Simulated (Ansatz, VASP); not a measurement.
Given: the input of a run of VASP 6.6.1 on Li.

INCAR

```
  PREC = Accurate
  ENCUT = 600
  EDIFF = 1E-6
  ISMEAR = -1
  SIGMA = 0.05
  LREAL = F
  LASPH = T
  NELM = 80
  ALGO = Normal
  ISIF = 3
  LWAVE = F
  LCHARG = F
  GGA = B5
  ALDAX = 1.0
  AGGAX = 1.0
  AGGAC = 1.0
  ALDAC = 0.0
  IVDW = 13
  VDW_S6 = 1.0
  VDW_S8 = 2.34076671
  VDW_A1 = 0.44488865
  VDW_A2 = 4.0933009
  IBRION = 2
  NSW = 60
  EDIFFG = -0.01
```

KPOINTS

```
Automatic mesh
0
Gamma
  11 11 11
```

POSCAR

```
Li
1.0
   -1.7546500000      1.7546500000      1.7546500000
    1.7546500000     -1.7546500000      1.7546500000
    1.7546500000      1.7546500000     -1.7546500000
Li
1
Direct
    0.0000000000      0.0000000000      0.0000000000
```

Potentials or basis: VASP PAW PBE potentials, release 64 (Li_sv).

Run with:

```sh
$ cat potpaw_PBE.64/Li_sv/POTCAR > POTCAR
$ mpirun -np 1 vasp_std > vasp.out
```

Q: Translate it to Ansatz 0.2.0. Potentials there: Ansatz PAW.

A: As run (the cutoff follows the program's own potentials):

input.yaml

```yaml
crystal:
  lattice:
    - [-1.75465, 1.75465, 1.75465]
    - [1.75465, -1.75465, 1.75465]
    - [1.75465, 1.75465, -1.75465]
  atoms:
    - { symbol: Li, position: [0.0, 0.0, 0.0] }
hamiltonian:
  xc: blyp
  pseudopotentials: { kind: paw }
  dispersion: d4
kpoints:
  mp_grid: { grid: [11, 11, 11] }
scf:
  occupations: { method: fermi_dirac, width: 0.05 }
output:
  forces: true
  stress: true
relax:
  f_tol: 0.01
  max_steps: 40
  cell: { stress_tol: 0.05 }
```

Potentials or basis: Ansatz PAW.

Command:

```console
$ ansatz run input.yaml --threads 2 --pin off --max-ram 5632MiB --backend cpu --events-out ev --progress --plain --runs-dir out
```

Both were run:

|  | VASP | Ansatz | Ansatz less VASP |
| --- | --- | --- | --- |
| relaxed volume (Å³/atom) | 19.45 | 19.60 | +0.147 |
| relaxed length of the cell vector where the two differ most in proportion (Å) | 2.935 | 2.942 | +0.0074 |

VASP's potentials were made for PBE, not for BLYP.

Noted on VASP's run: the cutoff is under 1.25 times that of the potentials, so the pressure is a little rough. Noted on Ansatz's run: the potentials were made for another functional, which shifts forces and pressure; the plane-wave basis is chosen anew once the cell has moved, so the energies of steps on either side of that aren't comparable.
